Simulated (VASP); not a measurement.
# Mg6TiCo (Amm2) in VASP: single point with PBE

Aim: the single point of Mg6TiCo with PBE.

Everything below comes from runs of VASP 6.6.1. Logs are shortened: lines on timing, memory, paths and dates and some standing lists are left out, and cuts for length are marked.

### 1 The cell of the first run

It takes space group Amm2 (No. 38, orthorhombic). The conventional cell has a = 4.779 Å, b = 6.116 Å, c = 11.144 Å, α = 90.00°, β = 90.00°, γ = 90.00°. Co (site symmetry mm2) has 2 Ti at 2.67 Å and 10 Mg at 2.82 to 3.54 Å within 3.6 Å. Within 3.5 Å of Ti (site symmetry mm2) lie 2 Co at 2.67 Å and 10 Mg at 2.94 to 3.41 Å. Mg (site symmetry mm2) has 10 Mg at 2.99 to 3.25 Å and 2 Ti at 3.07 Å within 3.9 Å. Within 3.9 Å of Mg (site symmetry m) lie 8 Mg at 2.93 to 3.25 Å and 2 Ti at 2.94 to 3.41 Å and 2 Co at 3.11 Å. Mg (site symmetry mm2) has 10 Mg at 2.99 to 3.20 Å and 2 Co at 3.08 Å within 3.9 Å. Within 3.7 Å of Mg (site symmetry m) lie 2 Co at 2.82 to 3.54 Å and 8 Mg at 2.94 to 3.20 Å and 2 Ti at 3.05 Å.

### 2 Single point, PBE, collinear spin, ferromagnetic start

INCAR reads:

```
ALGO = Normal ; EDIFF = 1E-6
ENCUT = 520 ; GGA = PE
ISIF = 2 ; ISMEAR = -1
ISPIN = 2 ; LASPH = T
LCHARG = T ; LELF = T
LMAXMIX = 4 ; LORBIT = 11
LREAL = F ; LVHAR = T
LWAVE = F ; MAGMOM = 2 1 0 0 0 0 0 0
NBANDS = 30 ; NELM = 150
PREC = Accurate ; SIGMA = 0.05
```

KPOINTS reads:

```
k-points
0
Gamma
  6 5 5
```

POSCAR reads:

```
Mg6TiCo
1.0
    4.7786727099      0.0000000000      0.0000000000
    0.0000000000      3.0580889365      5.5722141089
    0.0000000000     -3.0580889365      5.5722141089
Co Ti Mg
1 1 6
Direct
    0.0000000000      0.8000340000      0.8000340000
    0.5000000000      0.6925340000      0.6925340000
    0.5000000000      0.1669990000      0.1669990000
    0.5000000000      0.1612110000      0.6820810000
    0.5000000000      0.6820810000      0.1612110000
    0.0000000000      0.3289710000      0.3289710000
    0.0000000000      0.3441190000      0.8240530000
    0.0000000000      0.8240530000      0.3441190000
```

Potentials or basis: VASP PAW PBE potentials, release 64 (Co, Ti_sv, Mg).

Started as:

```sh
cat potpaw_PBE.64/Co/POTCAR potpaw_PBE.64/Ti_sv/POTCAR potpaw_PBE.64/Mg/POTCAR > POTCAR
mpirun -np 1 vasp_std > vasp.out
```

OUTCAR:

```text
EDIFF = 1E-6
   ENCUT = 520
   GGA = PE
   ISIF = 2
   ISMEAR = -1
   ISPIN = 2
   LASPH = T
   LORBIT = 11
   LREAL = F
   NELM = 150
   PREC = Accurate

 ion  position               nearest neighbor table
   1  0.000  0.800  0.800-   2 2.67   2 2.67   8 2.82   7 2.82   6 3.08   6 3.08   5 3.11   4 3.11
                             4 3.11   5 3.11
   2  0.500  0.693  0.693-   1 2.67   1 2.67   5 2.94   4 2.94   8 3.05   7 3.05   7 3.05   8 3.05
                             3 3.07   3 3.07
   3  0.500  0.167  0.167-   6 2.99   6 2.99   8 3.02   7 3.02   7 3.02   8 3.02   2 3.07   2 3.07
                             4 3.10   5 3.10   5 3.25   4 3.25
   4  0.500  0.161  0.682-   5 2.93   2 2.94   7 3.00   7 3.00   6 3.05   6 3.05   3 3.10   1 3.11
                             1 3.11   5 3.19   3 3.25
   5  0.500  0.682  0.161-   4 2.93   2 2.94   8 3.00   8 3.00   6 3.05   6 3.05   3 3.10   1 3.11
                             1 3.11   4 3.19   3 3.25
   6  0.000  0.329  0.329-   3 2.99   3 2.99   5 3.05   4 3.05   4 3.05   5 3.05   1 3.08   1 3.08
                             8 3.16   7 3.16   8 3.20   7 3.20
   7  0.000  0.344  0.824-   1 2.82   8 2.94   4 3.00   4 3.00   3 3.02   3 3.02   2 3.05   2 3.05
                             6 3.16   8 3.18   6 3.20
   8  0.000  0.824  0.344-   1 2.82   7 2.94   5 3.00   5 3.00   3 3.02   3 3.02   2 3.05   2 3.05
                             6 3.16   7 3.18   6 3.20

  LATTYP: Found a base centered orthorhombic cell.
 ALAT       =     6.1161778730
 B/A-ratio  =     1.8221229744
 C/A-ratio  =     0.7813168304

  Lattice vectors:

 A1 = (   0.0000000000,   3.0580889365,  -5.5722141089)
 A2 = (   0.0000000000,   3.0580889365,   5.5722141089)
 A3 = (   4.7786727099,   0.0000000000,   0.0000000000)

Analysis of symmetry for initial positions (statically):
=====================================================================
 Subroutine PRICEL returns:
 Original cell was already a primitive cell.

 Routine SETGRP: Setting up the symmetry group for a
 base centered orthorhombic supercell.

 Subroutine GETGRP returns: Found  4 space group operations
 (whereof  4 operations were pure point group operations)
 out of a pool of  8 trial point group operations.

The static configuration has the point symmetry C_2v.

Analysis of symmetry for dynamics (positions and initial velocities):
=====================================================================
 Subroutine PRICEL returns:
 Original cell was already a primitive cell.

 Routine SETGRP: Setting up the symmetry group for a
 base centered orthorhombic supercell.

 Subroutine GETGRP returns: Found  4 space group operations
 (whereof  4 operations were pure point group operations)
 out of a pool of  8 trial point group operations.

The dynamic configuration has the point symmetry C_2v.

Analysis of structural, dynamic, and magnetic symmetry:
=====================================================================
 Subroutine PRICEL returns:
 Original cell was already a primitive cell.

 Routine SETGRP: Setting up the symmetry group for a
 base centered orthorhombic supercell.

 Subroutine GETGRP returns: Found  4 space group operations
 (whereof  4 operations were pure point group operations)
 out of a pool of  8 trial point group operations.

The overall configuration has the point symmetry C_2v.

 Subroutine INISYM returns: Found  4 space group operations
 (whereof  4 operations are pure point group operations),
 and found     1 'primitive' translations

----------------------------------------------------------------------------------------

                                     Primitive cell

  volume of cell :     162.8603

  direct lattice vectors                    reciprocal lattice vectors
     4.778672710  0.000000000  0.000000000     0.209263128  0.000000000  0.000000000
     0.000000000  3.058088936  5.572214109     0.000000000  0.163500804  0.089730938
     0.000000000 -3.058088936  5.572214109     0.000000000 -0.163500804  0.089730938

  length of vectors
     4.778672710  6.356215700  6.356215700     0.209263128  0.186505105  0.186505105

  position of ions in fractional coordinates (direct lattice)
     0.000000000  0.800034000  0.800034000
     0.500000000  0.692534000  0.692534000
     0.500000000  0.166999000  0.166999000
     0.500000000  0.161211000  0.682081000
     0.500000000  0.682081000  0.161211000
[... 75 lines left out ...]
   NGXF,Y,Z  is equivalent  to a cutoff of  25.05, 25.11, 25.11 a.u.
 SYSTEM =  unknown system
   PREC   = accura    normal or accurate (medium, high low for compatibility)
   ISTART =      0    job   : 0-new  1-cont  2-samecut
   ICHARG =      2    charge: 1-file 2-atom 10-const
   ISPIN  =      2    spin polarized calculation?
   LNONCOLLINEAR =      F non collinear calculations
   LSORBIT =      F    spin-orbit coupling
   LASPH  =      T    aspherical Exc in radial PAW
   ENCUT  =  520.0 eV  38.22 Ry    6.18 a.u.   8.89 11.82 11.82*2*pi/ulx,y,z
   NELM   =    150;   NELMIN=  2; NELMDL= -5     # of ELM steps
   EDIFF  = 0.1E-05   stopping-criterion for ELM
   LREAL  =      F    real-space projection
   EDIFFG = 0.1E-04   stopping-criterion for IOM
   NSW    =      0    number of steps for IOM
   IBRION =     -1    ionic relax: 0-MD 1-quasi-New 2-CG
   NFREE  =      0    steps in history (QN), initial steepest desc. (CG)
   ISIF   =      2    stress and relaxation
   ISYM   =      2    0-nonsym 1-usesym 2-fastsym
   POTIM  = 0.5000    time-step for ionic-motion
   TEBEG  =    0.0;   TEEND  =   0.0 temperature during run
   PSTRESS=    0.0 pullay stress
   NELECT =      33.0000    total number of electrons
   NUPDOWN=      -1.0000    fix difference up-down
   EMIN   =  10.00;   EMAX   =-10.00  energy-range for DOS
   EFERMI =   0.00;   METHOD = LEGACY
   ISMEAR =    -1;   SIGMA  =   0.05  broadening in eV -4-tet -1-fermi 0-gaus
   EFERMI_NEDOS =   21; number of points for ismear=-14 and -15
   IALGO  =     38    algorithm
   IMIX   =      4    mixing-type and parameters
     AMIX     =   0.40;   BMIX     =  1.00
     AMIX_MAG =   1.60;   BMIX_MAG =  1.00
  volume/ion in A,a.u.               =      20.36       137.38
  Fermi-wavevector in a.u.,A,eV,Ry     =   0.961556  1.817077 12.579800  0.924589
  Thomas-Fermi vector in A             =   2.090938
   LORBIT       =     11    0 simple, 1 ext, 2 COOP (PROOUT), +10 PAW based schemes
   GGA     = PE    functional components
   LHFCALC =     F    Hartree Fock is set to
   AEXX    =    0.0000 exact exchange contribution
   IVDW    =     0    specifies the selected vdW correction
   LEPSILON=     F    determine dielectric tensor
   LRPA    =     F    only Hartree local field effects (RPA)
 spin polarized calculation
  energy-cutoff  :      520.00
  volume of cell :      162.86
 maximum number of plane-waves:      4402
 NGX is ok and might be reduce to    36
   NGX = 17   NGY = 23   NGZ = 23

 number of electron      32.9999991 magnetization       0.2444036

 Free energy of the ion-electron system (eV)
  ---------------------------------------------------
  ext. energy  EPLUGINS =         0.00000000
  ---------------------------------------------------
  free energy    TOTEN  =       -22.79605556 eV

  energy without entropy =      -22.75129121  energy(sigma->0) =      -22.77367338

 E-fermi :   3.5935     XC(G=0):  -9.2340

 val. band max:        3.5914161631   @ k =   0.0000  -0.4000   0.2000
 cond. band min:       3.5950095076   @ k =   0.5000  -0.2000   0.2000
 fundamental gap:      0.0035933445
 Fermi energy:         3.5934855713

 spin component 1

 k-point     1 :       0.0000    0.0000    0.0000
  band No.  band energies     occupation
      1     -53.1148      1.00000
      2     -29.4115      1.00000
      3     -29.3539      1.00000
      4     -29.3212      1.00000
      5      -3.2647      1.00000
      6       0.9723      1.00000
[... 733 lines left out ...]
     27       8.5281      0.00000
     28       8.7456      0.00000

 [... further k-points ...]

 spin component 2

 k-point     1 :       0.0000    0.0000    0.0000
  band No.  band energies     occupation
      1     -53.7537      1.00000
      2     -30.0498      1.00000
      3     -29.9955      1.00000
      4     -29.9696      1.00000
      5      -3.2977      1.00000
      6       1.0592      1.00000
[... 733 lines left out ...]
     27       8.5212      0.00000
     28       8.6998      0.00000

 [... further k-points ...]

 [bands above 28 left out]

------------------------ aborting loop because EDIFF is reached ----------------------------------------

  FORCE on cell =-STRESS in cart. coord.  units (eV):
  Direction    XX          YY          ZZ          XY          YZ          ZX
  --------------------------------------------------------------------------------------
  -------------------------------------------------------------------------------------
  Total       -1.9144451     -1.8034550     -1.8639013      0.0000000      0.0000000      0.0000000
  in kB      -18.8338154    -17.7419240    -18.3365786      0.0000000      0.0000000      0.0000000
  external PRESSURE =     -18.3041060 kB  Pullay stress =       0.0000000 kB

 VOLUME and BASIS-vectors are now :
 -----------------------------------------------------------------------------
  energy-cutoff  :      520.00
  volume of cell :      162.86
      direct lattice vectors                 reciprocal lattice vectors
     4.778672710  0.000000000  0.000000000     0.209263128  0.000000000  0.000000000
     0.000000000  3.058088936  5.572214109     0.000000000  0.163500804  0.089730938
     0.000000000 -3.058088936  5.572214109     0.000000000 -0.163500804  0.089730938

 POSITION                                       TOTAL-FORCE (eV/Angst)
 -----------------------------------------------------------------------------------
      0.00000      0.00000      8.91592         0.000000      0.000000     -0.039749
      2.38934      0.00000      7.71790         0.000000      0.000000      0.026520
      2.38934      0.00000      1.86111         0.000000      0.000000      0.004768
      2.38934     -1.59287      4.69900         0.000000      0.003350     -0.004173
      2.38934      1.59287      4.69900         0.000000     -0.003350     -0.004173
      0.00000      0.00000      3.66619         0.000000      0.000000     -0.033217
      0.00000     -1.46768      6.50930         0.000000      0.013330      0.025012
      0.00000      1.46768      6.50930         0.000000     -0.013330      0.025012
 -----------------------------------------------------------------------------------
    total drift:                                0.000000     -0.000000      0.001001

  FREE ENERGIE OF THE ION-ELECTRON SYSTEM (eV)
  ---------------------------------------------------
  free  energy   TOTEN  =       -22.7960555589 eV

  energy  without entropy=      -22.7512912073  energy(sigma->0) =      -22.77367338

 total charge

# of ion       s       p       d       tot
------------------------------------------
    1        0.410   0.255   7.255   7.920
    2        2.192   6.074   1.850  10.116
    3        0.223   0.151   0.014   0.387
    4        0.211   0.142   0.014   0.367
    5        0.211   0.142   0.014   0.367
    6        0.202   0.133   0.014   0.349
    7        0.213   0.144   0.016   0.373
    8        0.213   0.144   0.016   0.373
--------------------------------------------------
tot          3.876   7.186   9.191  20.253

 magnetization (x)

# of ion       s       p       d       tot
------------------------------------------
    1        0.015  -0.008   1.159   1.166
    2       -0.013  -0.015  -0.654  -0.683
    3        0.003   0.003  -0.000   0.006
    4        0.002  -0.002  -0.001  -0.000
    5        0.002  -0.002  -0.001  -0.000
    6       -0.002   0.003   0.000   0.001
    7        0.002  -0.001  -0.001   0.000
    8        0.002  -0.001  -0.001   0.000
--------------------------------------------------
tot          0.012  -0.023   0.502   0.490
```

Wall time 5 min (1 thread of Intel Xeon 6975P-C (Granite Rapids), shared host); peak memory 0.51 GiB.

Results:

- Free energy: -22.7961 eV
- Pressure: -1.8 GPa
- Largest force: 0.040 eV/Å
- Net moment: 0.24 μB per cell
- Site moments: Co +1.17; Ti -0.68; Mg +0.01, -0.00, +0.00 (each value once) μB
- Valence electrons inside the program's atomic spheres: Co 7.92; Ti 10.12; Mg 0.39, 0.37, 0.35 (each value once)

Forces on the atoms (eV/Å):
```
Co   0.000  0.000 -0.040
Ti   0.000  0.000  0.027
Mg   0.000  0.000  0.005
Mg   0.000  0.003 -0.004
Mg   0.000 -0.003 -0.004
Mg   0.000  0.000 -0.033
Mg   0.000  0.013  0.025
Mg   0.000 -0.013  0.025
```
